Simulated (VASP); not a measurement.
A run of VASP 6.6.1:

Contents of INCAR:

```
PREC = Accurate ; ENCUT = 600
EDIFF = 1E-7 ; ISMEAR = 0
SIGMA = 0.1 ; LREAL = False
LASPH = True ; NELM = 80
ALGO = Normal ; ISIF = 3
LWAVE = False ; LCHARG = False
GGA = PE ; IBRION = 2
NSW = 90 ; EDIFFG = -0.04
```

KPOINTS

```
Automatic mesh
0
Gamma
  6 6 2
```

Contents of POSCAR:

```
Sn2H
1.0
    3.6152431700      0.0000000000      0.0000000000
   -1.8076215900      3.1308924300      0.0000000000
    0.0000000000      0.0000000000      9.2988876000
Sn H
4 2
Direct
    0.3333333300      0.6666666700      0.9520462800
    0.6666666700      0.3333333300      0.0479537200
    0.6666666700      0.3333333300      0.4520462800
    0.3333333300      0.6666666700      0.5479537200
    0.3333333300      0.6666666700      0.2500000000
    0.6666666700      0.3333333300      0.7500000000
```

Potentials or basis: VASP PAW PBE potentials, release 64 (Sn_d, H).

The run is started by

```console
$ cat potpaw_PBE.64/Sn_d/POTCAR potpaw_PBE.64/H/POTCAR > POTCAR
$ mpirun -np 1 vasp_std > vasp.out
```

Hardware: 1 thread of AMD EPYC 7R43 64-Core Processor (Zen 3), with other jobs on the host.

Task: Estimate the wall time of this run.

Result: Run time: 41 min on 1 thread of AMD EPYC 7R43 64-Core Processor (Zen 3), with other jobs on the host, peak memory 0.27 GiB. Counts: scf iterations 404, k points 14, ion steps 38.
